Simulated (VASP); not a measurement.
Wanted: the native input for a VASP 6.6.1 run.

| Property | Result |
| --- | --- |
| Task | single point |
| Functional | PBEsol |
| Potentials or basis | VASP PAW PBE potentials, release 64 (Al, Ga_d, O) |
| Cutoff | 520 eV |
| k mesh | 2 × 6 × 4 |
| Occupations | gaussian, width 0.01 eV |
| Spin | no spin polarisation |
| Dipole correction | no |
| Further INCAR settings | LREAL = Auto; ALGO = Normal; EDIFF = 1e-07; NBANDS = 94 |

The structure of AlGa3O6 lies in POSCAR:

```
AlGa3O6
1.0
   12.2139558125      0.0000000000      0.0328543879
    0.0000000000      3.0371000000      0.0000000000
   -1.3708397446      0.0000000000      5.5846960235
Al Ga O
2 6 12
Direct
    0.0886560951      0.0000000000      0.7936932992
    0.9113439049      0.0000000000      0.2063067008
    0.6622442149      0.0000000000      0.3167569045
    0.3377557851      0.0000000000      0.6832430955
    0.5896594862      0.5000000000      0.7939044708
    0.4103405138      0.5000000000      0.2060955292
    0.1535219642      0.5000000000      0.3109276640
    0.8464780358      0.5000000000      0.6890723360
    0.1567753014      0.0000000000      0.1016571361
    0.8432246986      0.0000000000      0.8983428639
    0.1684891671      0.0000000000      0.5661977222
    0.8315108329      0.0000000000      0.4338022778
    0.4980263687      0.0000000000      0.2574649789
    0.5019736313      0.0000000000      0.7425350211
    0.6675372119      0.5000000000      0.1086007306
    0.3324627881      0.5000000000      0.8913992694
    0.6767522700      0.5000000000      0.5661314420
    0.3232477300      0.5000000000      0.4338685580
    0.9890557003      0.5000000000      0.2538977391
    0.0109442997      0.5000000000      0.7461022609
```

One way to write it, as run:

INCAR

```
PREC     = Accurate       # precision mode
ENCUT    = 520            # plane-wave cutoff, eV
EDIFF    = 1E-7           # SCF threshold, eV
ISMEAR   = 0              # smearing method
SIGMA    = 0.01           # smearing width, eV
LREAL    = Auto         
LASPH    = True           # aspherical terms in the spheres
NELM     = 80             # most SCF steps
ALGO     = Normal         # electronic algorithm
ISIF     = 2              # what is computed and relaxed
LWAVE    = False          # write WAVECAR
LCHARG   = True           # write CHGCAR
GGA      = PS             # functional
LELF     = True           # ELF
LVHAR    = True         
NBANDS   = 94             # bands
```

KPOINTS

```
Automatic mesh
0
Gamma
  2 6 4
```

Potentials or basis: VASP PAW PBE potentials, release 64 (Al, Ga_d, O).

Launch:

```bash
$ cat potpaw_PBE.64/Al/POTCAR potpaw_PBE.64/Ga_d/POTCAR potpaw_PBE.64/O/POTCAR > POTCAR
$ mpirun -np 1 vasp_std > vasp.out
```

Results of the run:

```yaml
Pressure: -0.5 GPa
Largest_force: 0.021 eV/Å
Band_gap_on_the_k_mesh: 2.65 eV (least direct gap 2.69 eV)
```

Caveat: the PAW data sets were made with another functional, which shifts forces and pressure a little.

Wall time 24 min on 1 thread of Intel(R) Xeon(R) Platinum 8259CL CPU @ 2.50GHz (Skylake/Cascade Lake), on a shared host, peak memory 0.49 GiB.
